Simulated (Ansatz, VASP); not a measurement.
**Ir: VASP beside Ansatz**

INCAR

```
SYSTEM = Ir
ALGO = Normal
EDIFF = 1E-6
ENCUT = 520
GGA = RP
ISIF = 2
ISMEAR = -1
LASPH = .TRUE.
LCHARG = .FALSE.
LREAL = .FALSE.
LWAVE = .FALSE.
NBANDS = 16
NELM = 100
PREC = Accurate
SIGMA = 0.1
```

The input KPOINTS:

```
k-points
0
G
  17 17 10
  0 0 0
```

Contents of POSCAR:

```
Ir
1.0
   -2.5690972035      2.2051811464      1.3573011655
    2.2051811464     -2.5690972035      1.3573011655
    2.9408328120      2.9408328120     -2.0238140907
Ir
2
Direct
    0.9772084782      0.0227915218      0.0000000000
    0.7727915218      0.2272084782      0.5000000000
```

Input for Ansatz:

```yaml
crystal:
  lattice:
    - [-2.5690972035, 2.2051811464, 1.3573011655]
    - [2.2051811464, -2.5690972035, 1.3573011655]
    - [2.940832812, 2.940832812, -2.0238140907]
  atoms:
    - { symbol: Ir, position: [0.9772084782, 0.0227915218, 0.0] }
    - { symbol: Ir, position: [0.7727915218, 0.2272084782, 0.5] }
hamiltonian:
  xc: rpbe
  pseudopotentials:
    kind: paw
    azcp:
      Ir: "pseudopotentials/Ir.paw.azcp"
basis:
  ecutwfc: 420
  fft_grid_basis: typed
kpoints:
  mp_grid: { grid: [17, 17, 10], shift: [0, 0, 0] }
magnetization:
  spin_polarized: false
scf:
  occupations: { method: fermi_dirac, width: 0.1 }
  lower_state_search: "off"
output:
  stress: true
```

Alike in both runs: task single point; functional RPBE; k mesh 17 × 17 × 10; occupations fermi-dirac, width 0.1 eV; no spin polarisation.

```csv
,VASP,Ansatz
version,VASP 6.6.1,Ansatz 0.2.0
potentials or method,"VASP PAW PBE potentials, release 64 (Ir), cutoff 520 eV","plane waves (420 eV) with PAW, scalar-relativistic"
valence electrons in the cell,18,34
```

```csv
,VASP,Ansatz,Ansatz less VASP
pressure (GPa),-17.4,-17.5,-0.13
"traceless stress, the component that is largest in VASP (GPa)",-1.68,-1.70,-0.019
```

VASP's potentials were made for PBE, not for RPBE. VASP's potentials hold 18 valence electrons a cell and Ansatz's 34, so a difference there can come from the potentials and not from the codes. Ansatz's warnings: near symmetry operations not taken.

Neither program's run includes spin-orbit coupling.
